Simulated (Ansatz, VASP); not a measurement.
# Two plane-wave programs on BaB5

```
Ba B
1.0
     4.95996    0.00000    0.00000
    -2.47998    4.29545    0.00000
     0.00000    0.00000    2.92989
Ba B
1 5
Direct
  0.00000 0.00000 0.00000
  0.50000 0.00000 0.50000
  0.50000 0.50000 0.50000
  0.00000 0.50000 0.50000
  0.33333 0.66667 0.00000
  0.66667 0.33333 0.00000
```

Change from the starting cell: species swapped into the HoCo5 type (P6/mmm, No. 191).

Alike in both runs: functional PBE; k mesh 12 × 12 × 12; occupations gaussian, width 0.1 eV; no spin polarisation.

Ansatz relaxed the structure, and its values are those at the end. VASP's run is a single point on that final structure, the one shown.

```csv
,VASP,Ansatz
version,VASP 6.6.1,Ansatz 0.2.0
potentials or method,"VASP PAW PBE potentials, release 64 (Ba_sv, B), cutoff 520 eV","scalar-relativistic, plane waves, PAW"
valence electrons in the cell,25,25
```

```csv
,VASP,Ansatz,Ansatz less VASP
gap on the k mesh at the Fermi level (eV),none,none,-
pressure (GPa),3.8,0.0,-3.84
```

A gap of «none» marks a metal or a gap that the smearing closes. The functional is the same, so the differences come from potentials, cutoffs and numerics.

Neither program's run includes spin-orbit coupling.
